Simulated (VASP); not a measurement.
# N (P4_2/mnm) in VASP: notebook, part 3 of 3

VASP 6.6.1. Earlier steps stand in the parts before.

**5. Relaxation of cell and atoms, r2SCAN**

This run uses another cell than the first one, of 22.63 Å³/atom, 0.985 times its volume.

Input file POSCAR:

```
N
1.0
    4.1070556188      0.0000000000      0.0000000000
    0.0000000000      4.1070556188      0.0000000000
    0.0000000000      0.0000000000      5.3669212219
N
4
Direct
    0.9059077494      0.9059077494      0.0000000000
    0.5940922506      0.4059077494      0.5000000000
    0.0940922506      0.0940922506      0.0000000000
    0.4059077494      0.5940922506      0.5000000000
```

Input file INCAR.step1:

```
PREC = Accurate
ENCUT = 600
ISMEAR = 0
SIGMA = 0.02
LREAL = False
LASPH = True
NELM = 100
GGA = PE
ALGO = Normal
EDIFF = 1E-4
LWAVE = True
LCHARG = False
```

Input file INCAR.step2:

```
PREC = Accurate
ENCUT = 600
EDIFF = 1E-6
ISMEAR = 0
SIGMA = 0.02
LREAL = False
LASPH = True
NELM = 100
ALGO = Normal
ISIF = 3
LWAVE = False
LCHARG = False
METAGGA = R2SCAN
LMIXTAU = True
IBRION = 2
NSW = 100
EDIFFG = -0.005
ISTART = 1
```

Input file KPOINTS:

```
regular mesh
0
Gamma
  6 6 4
```

Started as:

```
$ cat potpaw_PBE.64/N/POTCAR > POTCAR
$ cp INCAR.step1 INCAR
$ mpirun -np 1 vasp_std > vasp.out
$ cp INCAR.step2 INCAR
$ mpirun -np 1 vasp_std > vasp.out
```

Run time: 18 min. Hardware: 1 thread of Intel Xeon 6975P-C (Granite Rapids), shared host; peak memory 0.27 GiB.

The run converged. Its results:

- Free energy: -36.5088 eV
- Relaxed volume: 21.96 Å³/atom
- Relaxed cell: a = 4.058 Å, b = 4.058 Å, c = 5.335 Å, α = 90.00°, β = 90.00°, γ = 90.00°
- Space group after relaxing (to 0.05 Å): P4_2/mnm (No. 136)
- Energy gained by relaxing: 7.1 meV/atom
- Ionic steps: 28
- Pressure after relaxing: 0.0 GPa
- Band gap on the k mesh: 7.52 eV, indirect (least direct gap 7.74 eV)

Step by step:
| step | energy change (eV) | largest force (eV/Å) | pressure (GPa) | volume (Å³) |
| --- | --- | --- | --- | --- |
| 1 | 0.0000 | 2.1811 | 2.73 | 90.53 |
| 2 | 4.9771 | 15.8682 | -23.83 | 95.65 |
| 3 | -0.0208 | 1.0359 | -1.41 | 90.83 |
| 4 | -0.0272 | 0.3224 | -0.49 | 90.73 |
| 5 | -0.0279 | 0.0315 | -0.10 | 90.69 |
| 6 | -0.0279 | 0.0025 | -0.05 | 90.69 |
| 7 | -0.0279 | 0.0267 | -0.02 | 90.68 |
| 8 | -0.0279 | 0.0247 | -0.03 | 90.61 |
| 9 | -0.0280 | 0.0170 | -0.03 | 90.41 |
| 10 | -0.0281 | 0.0024 | -0.04 | 89.99 |
| 11 | -0.0283 | 0.0243 | -0.06 | 89.16 |
| 12 | -0.0282 | 0.1559 | 0.18 | 89.06 |
| 13 | -0.0283 | 0.0082 | -0.02 | 89.14 |
| 14 | -0.0283 | 0.0090 | -0.01 | 89.14 |
| 15 | -0.0283 | 0.0165 | 0.00 | 89.11 |
| 16 | -0.0284 | 0.0397 | 0.03 | 89.00 |
| 17 | -0.0283 | 0.0859 | 0.10 | 88.79 |
| 18 | -0.0284 | 0.0576 | 0.06 | 88.92 |
| 19 | -0.0284 | 0.0578 | 0.05 | 88.92 |
| 20 | -0.0284 | 0.0586 | 0.04 | 88.91 |
| 21 | -0.0284 | 0.0562 | 0.06 | 88.90 |
| 22 | -0.0284 | 0.0543 | 0.06 | 88.87 |
| 23 | -0.0284 | 0.0526 | 0.04 | 88.82 |
| 24 | -0.0284 | 0.0470 | 0.05 | 88.72 |
| 25 | -0.0284 | 0.0360 | 0.04 | 88.52 |
| 26 | -0.0284 | 0.0148 | 0.02 | 88.13 |
| 27 | -0.0284 | 0.0102 | 0.01 | 88.04 |
| 28 | -0.0284 | 0.0007 | 0.01 | 87.85 |

Final structure:
```yaml
crystal:
  lattice:
    - [4.05812, 0.00000, 0.00000]
    - [0.00000, 4.05812, 0.00000]
    - [0.00000, 0.00000, 5.33473]
  atoms:
    - { symbol: N, position: [0.90365, 0.90365, 0.00000] }
    - { symbol: N, position: [0.59635, 0.40365, 0.50000] }
    - { symbol: N, position: [0.09635, 0.09635, 0.00000] }
    - { symbol: N, position: [0.40365, 0.59635, 0.50000] }
```

Levels at points of the mesh, in eV from the valence-band top:
```
           k point  band 6  band 7  band 8  band 9  band 10  band 11  band 12  band 13  band 14
(0.00, 0.00, 0.00)   -1.32   -1.32   -1.22   -1.00    -0.22     7.52     8.44     8.83     8.83
(0.50, 0.00, 0.00)   -1.55   -1.54   -1.54   -0.23    -0.23     8.62     8.62     8.62     8.62
(0.50, 0.50, 0.00)   -1.70   -1.48   -1.48   -0.04    -0.04     8.36     8.36     9.43     9.43
(0.00, 0.00, 0.50)   -1.76   -1.33   -1.33   -0.42    -0.42     7.95     7.95     8.82     8.82
(0.50, 0.00, 0.50)   -1.69   -1.32   -1.32   -0.29    -0.29     8.23     8.23     8.94     8.94
(0.50, 0.50, 0.50)   -1.75   -1.52   -1.52    0.00     0.00     8.40     8.40     9.43     9.43
```

Caveat: the standard files for N, O and F lose accuracy on very short bonds; the PAW data sets were made with another functional, which shifts forces and pressure a little. A k mesh can miss the band edges.

**6. Single point, r2SCAN**

This run uses another cell than the first one, of 23.70 Å³/atom, 1.031 times its volume.

Input file POSCAR:

```
N
1.0
    4.1859738772      0.0000000000      0.0000000000
    0.0000000000      4.1859738772      0.0000000000
    0.0000000000      0.0000000000      5.4095676053
N
4
Direct
    0.9076743876      0.9076743876      0.0000000000
    0.5923256124      0.4076743876      0.5000000000
    0.0923256124      0.0923256124      0.0000000000
    0.4076743876      0.5923256124      0.5000000000
```

Input file INCAR.step1:

```
PREC = Accurate
ENCUT = 520
ISMEAR = -5
SIGMA = 0.02
LREAL = False
LASPH = True
NELM = 100
NBANDS = 18
GGA = PE
ALGO = Normal
EDIFF = 1E-4
LWAVE = True
LCHARG = False
```

Input file INCAR.step2:

```
PREC = Accurate
ENCUT = 520
EDIFF = 1E-7
ISMEAR = 0
SIGMA = 0.02
LREAL = False
LASPH = True
NELM = 100
ALGO = Normal
ISIF = 2
LWAVE = False
LCHARG = False
METAGGA = R2SCAN
LMIXTAU = True
LORBIT = 10
NBANDS = 18
ISTART = 1
```

Input file KPOINTS:

```
Automatic mesh
0
Gamma
  6 6 4
```

Potentials or basis: VASP PAW PBE potentials, release 64 (N).

Started as:

```
$ cat potpaw_PBE.64/N/POTCAR > POTCAR
$ cp INCAR.step1 INCAR
$ mpirun -np 1 vasp_std > vasp.out
$ cp INCAR.step2 INCAR
$ mpirun -np 1 vasp_std > vasp.out
```

It took 75 s on 1 thread of Intel Xeon 6975P-C (Granite Rapids), shared host; peak memory 0.2 GiB.

Results (log left out):

* Free energy: -36.4635 eV
* Pressure: 2.5 GPa
* Largest force: 2.312 eV/Å
* Band gap on the k mesh: 7.85 eV, indirect (least direct gap 7.99 eV)
* Valence electrons inside the program's atomic spheres: N 3.90

Forces in eV/Å, atoms in the order of the input:
```
N   -1.635 -1.635  0.000
N    1.635 -1.635  0.000
N    1.635  1.635  0.000
N   -1.635  1.635  0.000
```

Stress tensor (GPa, compression positive):
```
 3.91  0.00  0.00
 0.00  3.91  0.00
 0.00  0.00 -0.35
```

Levels at points of the mesh, in eV from the valence-band top:
```csv
k point,band 6,band 7,band 8,band 9,band 10,band 11,band 12,band 13,band 14,band 15
"(0.00, 0.00, 0.00)",-1.42,-1.42,-1.33,-0.84,-0.14,7.85,8.72,9.03,9.03,11.91
"(0.50, 0.00, 0.00)",-1.59,-1.58,-1.58,-0.19,-0.19,8.83,8.83,8.84,8.84,12.93
"(0.50, 0.50, 0.00)",-1.71,-1.55,-1.55,-0.03,-0.03,8.62,8.62,9.54,9.54,13.27
"(0.00, 0.00, 0.50)",-1.74,-1.43,-1.43,-0.37,-0.37,8.26,8.26,9.01,9.01,12.81
"(0.50, 0.00, 0.50)",-1.72,-1.41,-1.41,-0.24,-0.24,8.47,8.47,9.13,9.13,13.48
"(0.50, 0.50, 0.50)",-1.74,-1.58,-1.58,0.00,0.00,8.63,8.63,9.54,9.54,13.78
```

Caveat: the standard files for N, O and F lose accuracy on very short bonds; the PAW data sets were made with another functional, which shifts forces and pressure a little. A k mesh can miss the band edges.

**7. Overview**

```csv
task,cell,cutoff (eV),gap on the mesh (eV),pressure (GPa),relaxed volume (Å³/atom),largest force (eV/Å)
single point,"a = 4.145, b = 4.145, c = 5.352 Å, 4 atoms",520,7.78,2.6,-,2.30
relaxation of shape and atoms at fixed volume,"relaxed from a = 4.144, b = 4.144, c = 5.355 Å, 4 atoms",600,7.63,-0.1,22.99,-
single point,"a = 4.186, b = 4.186, c = 5.410 Å, 4 atoms",520,7.85,2.5,-,2.31
relaxation of cell and atoms,"relaxed from a = 4.107, b = 4.107, c = 5.367 Å, 4 atoms",600,7.52,0.0,21.96,-
```

Alike in all rows: level r2SCAN; potentials or basis VASP PAW PBE potentials, release 64 (N); no spin polarisation; k mesh 6 × 6 × 4; smearing gaussian 0.02 eV.

Caveats: the standard files for N, O and F lose accuracy on very short bonds; the PAW data sets were made with another functional, which shifts forces and pressure a little.

Total energies depend on the potentials used, so only differences within one code and one set of settings carry meaning.
